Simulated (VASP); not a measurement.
# TaN (P31m) in VASP: further runs, part 2 of 2

VASP 6.6.1. Earlier steps stand in the parts before.

### Step 3. Single point, PBEsol (atoms displaced along a vibrational mode)

File INCAR:

```
SYSTEM = TaN
ALGO = Normal
EDIFF = 1E-6
ENCUT = 520
GGA = PS
ISIF = 2
ISMEAR = 0
LASPH = .TRUE.
LCHARG = .TRUE.
LELF = .TRUE.
LREAL = .FALSE.
LVHAR = .TRUE.
LWAVE = .FALSE.
NBANDS = 33
NELM = 80
PREC = Accurate
SIGMA = 0.15
```

File KPOINTS:

```
k-points
0
G
  12 12 16
  0 0 0
```

File POSCAR:

```
TaN
1.0
    5.1789208695      0.0000000000      0.0000000000
   -2.5894604347      4.4850770372      0.0000000000
    0.0000000000      0.0000000000      2.8959972730
Ta N
3 3
Direct
    0.3333333333      0.6666666667      0.4629809027
    0.6666666667      0.3333333333      0.4629809027
    0.0000000000      0.0000000000      0.0776934433
    0.3933709412      0.0000000000     -0.0157399759
    0.6066290588      0.6066290588     -0.0157399759
    0.0000000000      0.3933709412     -0.0157399759
```

Potentials or basis: VASP PAW PBE potentials, release 64 (Ta_pv, N).

On the command line:

```
> cat potpaw_PBE.64/Ta_pv/POTCAR potpaw_PBE.64/N/POTCAR > POTCAR
> mpirun -np 1 vasp_std > vasp.out
```

OUTCAR:

```text
SYSTEM = TaN
   EDIFF = 1E-6
   ENCUT = 520
   GGA = PS
   ISIF = 2
   ISMEAR = 0
   LASPH = .TRUE.
   LREAL = .FALSE.
   NELM = 80
   PREC = Accurate

 ion  position               nearest neighbor table
   1  0.333  0.667  0.463-   4 2.11   6 2.11   5 2.11   4 2.20   6 2.20   5 2.20   2 2.99   2 2.99
                             2 2.99   3 3.19   3 3.19   3 3.19   3 3.48   3 3.48   3 3.48
   2  0.667  0.333  0.463-   6 2.11   4 2.11   5 2.11   6 2.20   4 2.20   5 2.20   1 2.99   1 2.99
                             1 2.99   3 3.19   3 3.19   3 3.19   3 3.48   3 3.48   3 3.48
   3  0.000  0.000  0.078-   6 2.06   4 2.06   5 2.06   2 3.19   1 3.19   1 3.19   2 3.19   2 3.19
                             1 3.19   1 3.48   2 3.48   2 3.48   1 3.48   2 3.48   1 3.48
   4  0.393  0.000  0.984-   3 2.06   1 2.11   2 2.11   1 2.20   2 2.20
   5  0.607  0.607  0.984-   3 2.06   2 2.11   1 2.11   2 2.20   1 2.20
   6  0.000  0.393  0.984-   3 2.06   2 2.11   1 2.11   2 2.20   1 2.20

  LATTYP: Found a hexagonal cell.
 ALAT       =     5.1789208695
 C/A-ratio  =     0.5591893265

  Lattice vectors:

 A1 = (   5.1789208695,   0.0000000000,   0.0000000000)
 A2 = (  -2.5894604347,   4.4850770372,   0.0000000000)
 A3 = (   0.0000000000,   0.0000000000,   2.8959972730)

Analysis of symmetry for initial positions (statically):
=====================================================================
 Subroutine PRICEL returns:
 Original cell was already a primitive cell.

 Routine SETGRP: Setting up the symmetry group for a
 hexagonal supercell.

 Subroutine GETGRP returns: Found  6 space group operations
 (whereof  6 operations were pure point group operations)
 out of a pool of 24 trial point group operations.

The static configuration has the point symmetry C_3v.

Analysis of symmetry for dynamics (positions and initial velocities):
=====================================================================
 Subroutine PRICEL returns:
 Original cell was already a primitive cell.

 Routine SETGRP: Setting up the symmetry group for a
 hexagonal supercell.

 Subroutine GETGRP returns: Found  6 space group operations
[... 136 lines left out ...]
   GGA     = PS    functional components
   LHFCALC =     F    Hartree Fock is set to
   AEXX    =    0.0000 exact exchange contribution
   IVDW    =     0    specifies the selected vdW correction
   LEPSILON=     F    determine dielectric tensor
   LRPA    =     F    only Hartree local field effects (RPA)
 non-spin polarized calculation
 Gauss-broadening in eV      SIGMA  =   0.15
  energy-cutoff  :      520.00
  volume of cell :       67.27
 maximum number of plane-waves:      1840
 NGX is ok and might be reduce to    40
   NGX = 19   NGY = 19   NGZ = 11

 number of electron      48.0000002 magnetization

 Free energy of the ion-electron system (eV)
  ---------------------------------------------------
  ext. energy  EPLUGINS =         0.00000000
  ---------------------------------------------------
  free energy    TOTEN  =       -70.93737844 eV

  energy without entropy =      -70.93239116  energy(sigma->0) =      -70.93488480

 E-fermi :   8.3602     XC(G=0): -13.2242

 val. band max:        8.3220785885   @ k =   0.2500  -0.0000   0.3750
 cond. band min:       8.3997906453   @ k =  -0.1667   0.3333   0.1875
 fundamental gap:      0.0777120568
 Fermi energy:         8.3602197425

 k-point     1 :       0.0000    0.0000    0.0000
  band No.  band energies     occupation
      1     -27.8394      2.00000
      2     -27.8394      2.00000
      3     -27.5056      2.00000
      4     -27.5056      2.00000
      5     -27.2783      2.00000
      6     -27.1657      2.00000
[... 853 lines left out ...]
     32      11.9384      0.00000
     33      12.3557      0.00000

 [... further k-points ...]

------------------------ aborting loop because EDIFF is reached ----------------------------------------

  FORCE on cell =-STRESS in cart. coord.  units (eV):
  Direction    XX          YY          ZZ          XY          YZ          ZX
  --------------------------------------------------------------------------------------
  -------------------------------------------------------------------------------------
  Total        1.1873276      1.1873276      0.2256836      0.0000000      0.0000000      0.0000000
  in kB       28.2796366     28.2796366      5.3753079      0.0000000      0.0000000      0.0000000
  external PRESSURE =      20.6448603 kB  Pullay stress =       0.0000000 kB

 VOLUME and BASIS-vectors are now :
 -----------------------------------------------------------------------------
  energy-cutoff  :      520.00
  volume of cell :       67.27
      direct lattice vectors                 reciprocal lattice vectors
     5.178920869  0.000000000  0.000000000     0.193090419  0.111480805  0.000000000
    -2.589460435  4.485077037  0.000000000     0.000000000  0.222961611  0.000000000
     0.000000000  0.000000000  2.895997273     0.000000000  0.000000000  0.345304193

 POSITION                                       TOTAL-FORCE (eV/Angst)
 -----------------------------------------------------------------------------------
     -0.00000      2.99005      1.34079         0.000000      0.000000      1.521745
      2.58946      1.49503      1.34079         0.000000      0.000000      1.521745
      0.00000      0.00000      0.22500         0.000000     -0.000000     -2.978303
      2.03724      0.00000      2.85041        -0.108246     -0.000000     -0.021729
      1.57084      2.72078      2.85041         0.054123      0.093744     -0.021729
     -1.01862      1.76430      2.85041         0.054123     -0.093744     -0.021729
 -----------------------------------------------------------------------------------
    total drift:                               -0.000000     -0.000000      0.000047

  FREE ENERGIE OF THE ION-ELECTRON SYSTEM (eV)
  ---------------------------------------------------
  free  energy   TOTEN  =       -70.9373784357 eV

  energy  without entropy=      -70.9323911598  energy(sigma->0) =      -70.93488480
```

OSZICAR:

```text
N       E                     dE             d eps       ncg     rms          rms(c)
DAV:   1     0.437996027689E+03    0.43800E+03   -0.25601E+04 16830   0.153E+03
DAV:   2    -0.514417645587E+02   -0.48944E+03   -0.46638E+03 19332   0.449E+02
DAV:   3    -0.794457378838E+02   -0.28004E+02   -0.27521E+02 20632   0.103E+02
DAV:   4    -0.800036748415E+02   -0.55794E+00   -0.55470E+00 20910   0.145E+01
DAV:   5    -0.800163324664E+02   -0.12658E-01   -0.12643E-01 21787   0.172E+00    0.446E+01
DAV:   6    -0.712609848135E+02    0.87553E+01   -0.43126E+01 21647   0.356E+01    0.190E+01
DAV:   7    -0.710265708315E+02    0.23441E+00   -0.21317E+00 20553   0.816E+00    0.109E+01
DAV:   8    -0.709551122900E+02    0.71459E-01   -0.38163E-01 20846   0.394E+00    0.956E-01
DAV:   9    -0.709385559089E+02    0.16556E-01   -0.40942E-02 21783   0.182E+00    0.397E-01
DAV:  10    -0.709376654877E+02    0.89042E-03   -0.14081E-02 20266   0.596E-01    0.199E-01
DAV:  11    -0.709374266483E+02    0.23884E-03   -0.25501E-03 20954   0.311E-01    0.511E-02
DAV:  12    -0.709373779439E+02    0.48704E-04   -0.26024E-04 20654   0.950E-02    0.164E-02
DAV:  13    -0.709373784434E+02   -0.49948E-06   -0.15048E-05 20004   0.229E-02    0.436E-03
DAV:  14    -0.709373784357E+02    0.76097E-08   -0.56521E-07 11942   0.566E-03
   1 F= -.70937378E+02 E0= -.70934885E+02  d E =-.498728E-02
```

Run time: 5.2 min. Hardware: 1 thread of AMD EPYC 9R45 (Zen 5), shared host; peak memory 0.49 GiB.

Results:

```
Free energy            : -70.9374 eV
Pressure               : 2.1 GPa
Largest force          : 2.978 eV/Å
Band gap on the k mesh : zero (bands 24 and 25 overlap by 2.75 eV)
```

Forces in eV/Å, atoms in the order of the input:
```
Ta   0.000  0.000  1.522
Ta   0.000  0.000  1.522
Ta   0.000  0.000 -2.978
N   -0.108  0.000 -0.022
N    0.054  0.094 -0.022
N    0.054 -0.094 -0.022
```

Stress tensor (GPa, compression positive):
```
2.83 0.00 0.00
0.00 2.83 0.00
0.00 0.00 0.54
```

Levels at points of the mesh, in eV from the Fermi level:
| k point | band 22 | band 23 | band 24 | band 25 | band 26 | band 27 |
| --- | --- | --- | --- | --- | --- | --- |
| (0.00, 0.00, 0.00) | -3.37 | -1.66 | -1.16 | -1.16 | 0.74 | 0.74 |
| (0.50, 0.00, 0.00) | -3.69 | -2.95 | -2.66 | 0.91 | 1.48 | 1.84 |
| (0.00, 0.00, 0.50) | -2.84 | -2.84 | 1.41 | 1.41 | 2.04 | 2.04 |
| (0.50, 0.00, 0.50) | -3.09 | -2.00 | -0.86 | 0.21 | 1.23 | 2.65 |

Caveat: the cell differs from its parent crystal (atoms displaced along a vibrational mode); the PAW data sets were made with another functional, which shifts forces and pressure a little; spin-orbit coupling is left out, which moves the levels of the heavy elements.

The gap in the log of VASP goes by the Fermi energy; the results here count the filled bands.